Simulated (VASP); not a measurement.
# Pd (P6_3/mmc) in VASP: further runs

The runs below take Pd through single point, with r2SCAN.

Everything below comes from runs of VASP 6.6.1. Logs are shortened: lines on timing, memory, paths and dates and some standing lists are left out, and cuts for length are marked.

### 1 The cell of the first run

The structure is hexagonal, space group P6_3/mmc (No. 194). The conventional cell has a = 2.754 Å, b = 2.754 Å, c = 9.107 Å, α = 90.00°, β = 90.00°, γ = 120.00°. Pd (site symmetry -3m) has 12 Pd at 2.75 to 2.78 Å within 3.6 Å. Pd (site symmetry -6m2) has 12 Pd at 2.75 to 2.78 Å within 3.6 Å.

### 2 Single point, r2SCAN

POSCAR

```
Pd
1.0
    2.7540431059      0.0000000000      0.0000000000
   -1.3770215530      2.3850712928      0.0000000000
    0.0000000000      0.0000000000      9.1066767306
Pd
4
Direct
    0.0000000000      0.0000000000      0.0000000000
    0.3333333333      0.6666666667      0.2500000000
    0.0000000000      0.0000000000      0.5000000000
    0.6666666667      0.3333333333      0.7500000000
```

INCAR.step1

```
ALGO     = Normal         # electronic algorithm
EDIFF    = 1E-4           # SCF threshold, eV
ENCUT    = 520            # plane-wave cutoff, eV
GGA      = PE             # functional
ISMEAR   = 0              # smearing method
LASPH    = True           # aspherical terms in the spheres
LCHARG   = False          # write CHGCAR
LREAL    = False          # projectors in reciprocal space
LWAVE    = True           # write WAVECAR
NBANDS   = 28             # bands
NELM     = 100            # most SCF steps
PREC     = Accurate       # precision mode
SIGMA    = 0.1            # smearing width, eV
```

INCAR.step2

```
ALGO     = Normal         # electronic algorithm
EDIFF    = 1E-7           # SCF threshold, eV
ENCUT    = 520            # plane-wave cutoff, eV
ISIF     = 2              # what is computed and relaxed
ISMEAR   = 0              # smearing method
ISTART   = 1            
LASPH    = True           # aspherical terms in the spheres
LCHARG   = True           # write CHGCAR
LELF     = True           # ELF
LMIXTAU  = True         
LREAL    = False          # projectors in reciprocal space
LVHAR    = True         
LWAVE    = False          # write WAVECAR
METAGGA  = R2SCAN         # meta-GGA
NBANDS   = 28             # bands
NELM     = 100            # most SCF steps
PREC     = Accurate       # precision mode
SIGMA    = 0.1            # smearing width, eV
```

KPOINTS

```
k-points
0
Gamma
  21 21 6
```

Potentials or basis: VASP PAW PBE potentials, release 64 (Pd).

Command:

```sh
$ cat potpaw_PBE.64/Pd/POTCAR > POTCAR
$ cp INCAR.step1 INCAR
$ mpirun -np 1 vasp_std > vasp.out
$ cp INCAR.step2 INCAR
$ mpirun -np 1 vasp_std > vasp.out
```

OUTCAR:

```text
EDIFF = 1E-7
   ENCUT = 520
   ISIF = 2
   ISMEAR = 0
   ISTART = 1
   LASPH = True
   LREAL = False
   METAGGA = R2SCAN
   NELM = 100
   PREC = Accurate

 ion  position               nearest neighbor table
   1  0.000  0.000  0.000-   2 2.78   4 2.78   4 2.78   2 2.78   4 2.78   2 2.78
   2  0.333  0.667  0.250-   1 2.78   3 2.78   1 2.78   3 2.78   1 2.78   3 2.78
   3  0.000  0.000  0.500-   2 2.78   4 2.78   4 2.78   2 2.78   4 2.78   2 2.78
   4  0.667  0.333  0.750-   1 2.78   3 2.78   1 2.78   3 2.78   1 2.78   3 2.78

  LATTYP: Found a hexagonal cell.
 ALAT       =     2.7540431059
 C/A-ratio  =     3.3066572964

  Lattice vectors:

 A1 = (   2.7540431059,   0.0000000000,   0.0000000000)
 A2 = (  -1.3770215530,   2.3850712928,   0.0000000000)
 A3 = (   0.0000000000,   0.0000000000,   9.1066767306)

Analysis of symmetry for initial positions (statically):
=====================================================================
 Subroutine PRICEL returns:
 Original cell was already a primitive cell.

 Routine SETGRP: Setting up the symmetry group for a
 hexagonal supercell.

 Subroutine GETGRP returns: Found 24 space group operations
 (whereof 12 operations were pure point group operations)
 out of a pool of 24 trial point group operations.

The static configuration has the point symmetry D_3d.
 The point group associated with its full space group is D_6h.

Analysis of symmetry for dynamics (positions and initial velocities):
=====================================================================
 Subroutine PRICEL returns:
 Original cell was already a primitive cell.

 Routine SETGRP: Setting up the symmetry group for a
 hexagonal supercell.

 Subroutine GETGRP returns: Found 24 space group operations
 (whereof 12 operations were pure point group operations)
 out of a pool of 24 trial point group operations.

The dynamic configuration has the point symmetry D_3d.
 The point group associated with its full space group is D_6h.

 Subroutine INISYM returns: Found 24 space group operations
 (whereof 12 operations are pure point group operations),
 and found     1 'primitive' translations

----------------------------------------------------------------------------------------

                                     Primitive cell

  volume of cell :      59.8180

  direct lattice vectors                    reciprocal lattice vectors
     2.754043106  0.000000000  0.000000000     0.363102523  0.209637339  0.000000000
    -1.377021553  2.385071293  0.000000000     0.000000000  0.419274679  0.000000000
     0.000000000  0.000000000  9.106676731     0.000000000  0.000000000  0.109809542

  length of vectors
     2.754043106  2.754043106  9.106676731     0.419274679  0.419274679  0.109809542

  position of ions in fractional coordinates (direct lattice)
     0.000000000  0.000000000  0.000000000
     0.333333333  0.666666667  0.250000000
     0.000000000  0.000000000  0.500000000
     0.666666667  0.333333333  0.750000000

  ion indices of the primitive-cell ions
   primitive index   ion index
                 1           1
                 2           2
                 3           3
                 4           4

----------------------------------------------------------------------------------------

 KPOINTS: k-points

Automatic generation of k-mesh.
 Grid dimensions read from file:
 generate k-points for:   21   21    6

 Generating k-lattice:

  Cartesian coordinates                     Fractional coordinates (reciprocal lattice)
     0.017290596  0.009982730  0.000000000     0.047619048  0.000000000  0.000000000
     0.000000000  0.019965461  0.000000000     0.000000000  0.047619048  0.000000000
     0.000000000  0.000000000  0.018301590     0.000000000  0.000000000  0.166666667

  Length of vectors
     0.019965461  0.019965461  0.018301590

  Shift w.r.t. Gamma in fractional coordinates (k-lattice)
     0.000000000  0.000000000  0.000000000

 Subroutine IBZKPT returns following result:
 ===========================================

 Found    192 irreducible k-points:

 Following reciprocal coordinates:
            Coordinates               Weight
  0.000000  0.000000  0.000000      1.000000
  0.047619  0.000000  0.000000      6.000000
  0.095238  0.000000  0.000000      6.000000
  0.142857  0.000000  0.000000      6.000000
  0.190476  0.000000  0.000000      6.000000
  0.238095  0.000000  0.000000      6.000000
[... 16 lines left out ...]
  0.142857  0.095238  0.000000     12.000000
  0.190476  0.095238  0.000000     12.000000
 [... further k-points ...]
   k-points           NKPTS =    192   k-points in BZ     NKDIM =    192   number of bands    NBANDS=     28
   number of dos      NEDOS =    301   number of ions     NIONS =      4
   total plane-waves  NPLWV =  28000
   dimension x,y,z NGX =    20 NGY =   20 NGZ =   70
   dimension x,y,z NGXF=    40 NGYF=   40 NGZF=  140
   ions per type =               4
   NGX,Y,Z   is equivalent  to a cutoff of  12.07, 12.07, 12.78 a.u.
   NGXF,Y,Z  is equivalent  to a cutoff of  24.15, 24.15, 25.56 a.u.
 SYSTEM =  unknown system
   PREC   = accura    normal or accurate (medium, high low for compatibility)
   ISTART =      1    job   : 0-new  1-cont  2-samecut
   ICHARG =      0    charge: 1-file 2-atom 10-const
   ISPIN  =      1    spin polarized calculation?
   LNONCOLLINEAR =      F non collinear calculations
   LSORBIT =      F    spin-orbit coupling
   LASPH  =      T    aspherical Exc in radial PAW
   ENCUT  =  520.0 eV  38.22 Ry    6.18 a.u.   5.12  5.12 16.93*2*pi/ulx,y,z
   NELM   =    100;   NELMIN=  2; NELMDL=  0     # of ELM steps
   EDIFF  = 0.1E-06   stopping-criterion for ELM
   LREAL  =      F    real-space projection
   EDIFFG = 0.1E-05   stopping-criterion for IOM
   NSW    =      0    number of steps for IOM
   IBRION =     -1    ionic relax: 0-MD 1-quasi-New 2-CG
   NFREE  =      0    steps in history (QN), initial steepest desc. (CG)
   ISIF   =      2    stress and relaxation
   ISYM   =      2    0-nonsym 1-usesym 2-fastsym
   POTIM  = 0.5000    time-step for ionic-motion
   TEBEG  =    0.0;   TEEND  =   0.0 temperature during run
   PSTRESS=    0.0 pullay stress
   NELECT =      40.0000    total number of electrons
   NUPDOWN=      -1.0000    fix difference up-down
   EMIN   =  10.00;   EMAX   =-10.00  energy-range for DOS
   EFERMI =   0.00;   METHOD = LEGACY
   ISMEAR =     0;   SIGMA  =   0.10  broadening in eV -4-tet -1-fermi 0-gaus
   EFERMI_NEDOS =   21; number of points for ismear=-14 and -15
   IALGO  =     38    algorithm
   IMIX   =      4    mixing-type and parameters
     AMIX     =   0.40;   BMIX     =  1.00
     AMIX_MAG =   1.60;   BMIX_MAG =  1.00
  volume/ion in A,a.u.               =      14.95       100.92
  Fermi-wavevector in a.u.,A,eV,Ry     =   1.431586  2.705306 27.884309  2.049439
  Thomas-Fermi vector in A             =   2.551307
   LORBIT       =      0    0 simple, 1 ext, 2 COOP (PROOUT), +10 PAW based schemes
   METAGGA = R2SCAN    functional components
   LHFCALC =     F    Hartree Fock is set to
   AEXX    =    0.0000 exact exchange contribution
   IVDW    =     0    specifies the selected vdW correction
   LEPSILON=     F    determine dielectric tensor
   LRPA    =     F    only Hartree local field effects (RPA)
 non-spin polarized calculation
 Gauss-broadening in eV      SIGMA  =   0.10
  energy-cutoff  :      520.00
  volume of cell :       59.82
 maximum number of plane-waves:      1631
   NGX = 11   NGY = 11   NGZ = 33

 number of electron      40.0000004 magnetization

 Free energy of the ion-electron system (eV)
  ---------------------------------------------------
  ext. energy  EPLUGINS =         0.00000000
  ---------------------------------------------------
  free energy    TOTEN  =       -91.74428538 eV

  energy without entropy =      -91.69679402  energy(sigma->0) =      -91.72053970

 E-fermi :   9.3985     XC(G=0): -14.0263

 val. band max:        9.3964596395   @ k =   0.4762  -0.0000   0.5000
 cond. band min:       9.3985382611   @ k =   0.4286   0.0476   0.1667
 fundamental gap:      0.0020786216
 Fermi energy:         9.3984948360

 k-point     1 :       0.0000    0.0000    0.0000
  band No.  band energies     occupation
      1       2.3015      2.00000
      2       3.9479      2.00000
      3       3.9533      2.00000
      4       4.0605      2.00000
      5       6.4597      2.00000
      6       6.4841      2.00000
[... 20 lines left out ...]
     27      24.2914      0.00000
     28      27.1939      0.00000

 k-point     2 :       0.0476    0.0000    0.0000
  band No.  band energies     occupation
      1       2.3778      2.00000
      2       4.0180      2.00000
      3       4.0241      2.00000
      4       4.1163      2.00000
      5       6.3613      2.00000
      6       6.4566      2.00000
[... 20 lines left out ...]
     27      24.3386      0.00000
     28      27.2581      0.00000

 k-point     3 :       0.0952    0.0000    0.0000
  band No.  band energies     occupation
      1       2.6016      2.00000
      2       4.2156      2.00000
      3       4.2257      2.00000
      4       4.2766      2.00000
      5       6.1112      2.00000
      6       6.3056      2.00000
[... 20 lines left out ...]
     27      24.4768      0.00000
     28      27.3620      0.00000

 k-point     4 :       0.1429    0.0000    0.0000
  band No.  band energies     occupation
      1       2.9559      2.00000
      2       4.4614      2.00000
      3       4.5146      2.00000
      4       4.5463      2.00000
      5       5.8405      2.00000
      6       6.0648      2.00000
[... 578 lines left out ...]
     27      24.8259      0.00000
     28      26.6382      0.00000

 k-point    23 :       0.1429    0.0952    0.0000
  band No.  band energies     occupation
      1       3.6044      2.00000
      2       4.8379      2.00000
      3       4.9321      2.00000
      4       4.9587      2.00000
      5       5.5372      2.00000
      6       5.8351      2.00000
[... 20 lines left out ...]
     27      25.1050      0.00000
     28      25.3212      0.00000

 k-point    24 :       0.1905    0.0952    0.0000
  band No.  band energies     occupation
      1       4.0771      2.00000
      2       4.8784      2.00000
      3       4.9577      2.00000
      4       5.0898      2.00000
      5       5.5585      2.00000
      6       5.6893      2.00000
[... 20 lines left out ...]
     27      25.0031      0.00000
     28      25.1356      0.00000

 [... further k-points ...]
[... 5 lines left out ...]
  --------------------------------------------------------------------------------------
  -------------------------------------------------------------------------------------
  Total        0.2525318      0.2525318      0.2425598     -0.0000000      0.0000000     -0.0000000
  in kB        6.7638598      6.7638598      6.4967680     -0.0000000      0.0000000     -0.0000000
  external PRESSURE =       6.6748292 kB  Pullay stress =       0.0000000 kB

 VOLUME and BASIS-vectors are now :
 -----------------------------------------------------------------------------
  energy-cutoff  :      520.00
  volume of cell :       59.82
      direct lattice vectors                 reciprocal lattice vectors
     2.754043106  0.000000000  0.000000000     0.363102523  0.209637339  0.000000000
    -1.377021553  2.385071293  0.000000000     0.000000000  0.419274679  0.000000000
     0.000000000  0.000000000  9.106676731     0.000000000  0.000000000  0.109809542

 POSITION                                       TOTAL-FORCE (eV/Angst)
 -----------------------------------------------------------------------------------
      0.00000      0.00000      0.00000        -0.000000      0.000000      0.000000
     -0.00000      1.59005      2.27667         0.000000      0.000000      0.000000
      0.00000      0.00000      4.55334        -0.000000      0.000000      0.000000
      1.37702      0.79502      6.83001        -0.000000     -0.000000     -0.000000
 -----------------------------------------------------------------------------------
    total drift:                                0.000000     -0.000000      0.000000

  FREE ENERGIE OF THE ION-ELECTRON SYSTEM (eV)
  ---------------------------------------------------
  free  energy   TOTEN  =       -91.7442853762 eV

  energy  without entropy=      -91.6967940218  energy(sigma->0) =      -91.72053970
```

Run time: 24 min. Hardware: 1 thread of AMD EPYC 7R43 (Zen 3), shared host; peak memory 0.33 GiB.

Results:

```
Free energy            : -91.7443 eV
Pressure               : 0.7 GPa
Band gap on the k mesh : zero (band 20 reaches 9.62 eV, above the bottom of band 21 at 8.64 eV)
```

Caveat: the PAW data sets were made with another functional, which shifts forces and pressure a little.

### 3 Single point, r2SCAN

This run uses another cell than the first one, of 15.07 Å³/atom, 1.007 times its volume.

POSCAR

```
Pd
1.0
    2.7625616691      0.0000000000      0.0000000000
   -1.3812808346      2.3924485850      0.0000000000
    0.0000000000      0.0000000000      9.1183940900
Pd
4
Direct
    0.0000000000      0.0000000000      0.0000000000
    0.3333333300      0.6666666700      0.2500000000
    0.0000000000      0.0000000000      0.5000000000
    0.6666666700      0.3333333300      0.7500000000
```

INCAR.step1

```
SYSTEM = Pd
  PREC = Accurate
  ENCUT = 520
  ISMEAR = 0
  SIGMA = 0.1
  LREAL = .False.
  LASPH = .True.
  NELM = 100
  NBANDS = 28
  GGA = PE
  ALGO = Normal
  EDIFF = 1E-4
  LWAVE = .True.
  LCHARG = .False.
```

INCAR.step2

```
SYSTEM = Pd
  PREC = Accurate
  ENCUT = 520
  EDIFF = 1E-6
  ISMEAR = 0
  SIGMA = 0.1
  LREAL = .False.
  LASPH = .True.
  NELM = 100
  ALGO = Normal
  ISIF = 2
  LWAVE = .False.
  LCHARG = .False.
  METAGGA = R2SCAN
  LMIXTAU = .True.
  NBANDS = 28
  ISTART = 1
```

KPOINTS

```
Automatic mesh
0
Gamma
  9 9 2
  0 0 0
```

Potentials or basis: VASP PAW PBE potentials, release 64 (Pd).

Command:

```sh
$ cat potpaw_PBE.64/Pd/POTCAR > POTCAR
$ cp INCAR.step1 INCAR
$ mpirun -np 1 vasp_std > vasp.out
$ cp INCAR.step2 INCAR
$ mpirun -np 1 vasp_std > vasp.out
```

Wall time 5 min (1 thread of AMD EPYC 7R43 (Zen 3), shared host); peak memory 0.17 GiB.

The run converged. Its results:

```yaml
Free_energy: -91.7517 eV
Pressure: -0.8 GPa
Band_gap_on_the_k_mesh: zero (band 20 reaches 9.44 eV, above the bottom of band 21 at 8.53 eV)
```

Stress tensor (GPa, compression positive):
```
-0.65  0.00  0.00
 0.00 -0.65  0.00
 0.00  0.00 -1.23
```

Levels at points of the mesh, in eV from the Fermi level:
| k point | band 16 | band 17 | band 18 | band 19 | band 20 | band 21 | band 22 | band 23 | band 24 | band 25 |
| --- | --- | --- | --- | --- | --- | --- | --- | --- | --- | --- |
| (0.00, 0.00, 0.00) | -1.56 | -1.56 | -1.10 | -1.10 | -0.74 | -0.74 | -0.16 | -0.16 | 1.23 | 7.35 |
| (0.00, 0.00, 0.50) | -1.33 | -1.33 | -1.33 | -0.74 | -0.74 | -0.41 | -0.41 | -0.41 | -0.41 | 10.13 |

Caveat: the PAW data sets were made with another functional, which shifts forces and pressure a little.
